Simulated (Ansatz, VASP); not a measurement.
# Si: VASP beside Ansatz

The input POSCAR:

```
Si
1.0
    2.7154700000     -2.7154700000      0.0000000000
    2.7154700000      0.0000000000     -2.7154700000
    9.0517476980      3.6205361510      3.6205361510
Si
6
Direct
    0.3055597233      0.3055597233      0.5416333333
    0.8611263900     -0.1388736100      0.2083000000
   -0.2500069433     -0.2500069433      0.8749666667
    0.1388847233      0.1388847233      0.7916333333
    0.6944513900      0.6944513900      0.4583000000
    0.2500180567      0.2500180567      0.1249666667
```

The input INCAR.step1:

```
  ALGO = Normal
  EDIFF = 1E-4
  ENCUT = 520
  GGA = PE
  ISMEAR = 0
  LASPH = True
  LCHARG = False
  LREAL = False
  LWAVE = True
  NBANDS = 21
  NELM = 60
  PREC = Accurate
  SIGMA = 0.05
```

INCAR.step2

```
  ALGO = Normal
  EDIFF = 1E-6
  ENCUT = 520
  ISIF = 2
  ISMEAR = 0
  ISTART = 1
  LASPH = True
  LCHARG = False
  LMIXTAU = True
  LREAL = False
  LWAVE = False
  METAGGA = R2SCAN
  NBANDS = 21
  NELM = 60
  PREC = Accurate
  SIGMA = 0.05
```

Contents of KPOINTS:

```
k-points
0
Gamma
  8 8 3
```

Input for Ansatz:

```yaml
crystal:
  lattice:
    - [2.71547, -2.71547, 0.0]
    - [2.71547, 0.0, -2.71547]
    - [9.051747698, 3.620536151, 3.620536151]
  atoms:
    - { symbol: Si, position: [0.3055597233, 0.3055597233, 0.5416333333] }
    - { symbol: Si, position: [0.86112639, -0.13887361, 0.2083] }
    - { symbol: Si, position: [-0.2500069433, -0.2500069433, 0.8749666667] }
    - { symbol: Si, position: [0.1388847233, 0.1388847233, 0.7916333333] }
    - { symbol: Si, position: [0.69445139, 0.69445139, 0.4583] }
    - { symbol: Si, position: [0.2500180567, 0.2500180567, 0.1249666667] }
basis:
  ecutwfc: 500
kpoints:
  mp_grid: { grid: [8, 8, 3] }
hamiltonian:
  xc: r2scan
scf:
  occupations: { method: gaussian, width: 0.05 }
output:
  forces: true
  stress: true
  eigenvalues: true
```

Alike in both runs: task single point; functional r2SCAN; k mesh 8 × 8 × 3; occupations gaussian, width 0.05 eV; no spin polarisation.

|  | VASP | Ansatz |
| --- | --- | --- |
| version | VASP 6.6.1 | Ansatz 0.2.0 |
| potentials or method | VASP PAW PBE potentials, release 64 (Si), cutoff 520 eV | scalar-relativistic, plane waves, PAW |
| valence electrons in the cell | 24 | 24 |

|  | VASP | Ansatz | Ansatz less VASP |
| --- | --- | --- | --- |
| gap on the k mesh at the Fermi level (eV) | none | none | - |
| pressure (GPa) | -1.5 | -1.3 | +0.19 |
| traceless stress, the component that is largest in VASP (GPa) | 1.05 | 1.04 | -0.014 |
| rms of the force components (eV/Å) | 0.087 | 0.091 | +0.0037 |

VASP's potentials were made for PBE, not for r2SCAN. Atom by atom the forces differ by 0.007 eV/Å (rms over components). A gap of «none» marks a metal or a gap that the smearing closes.
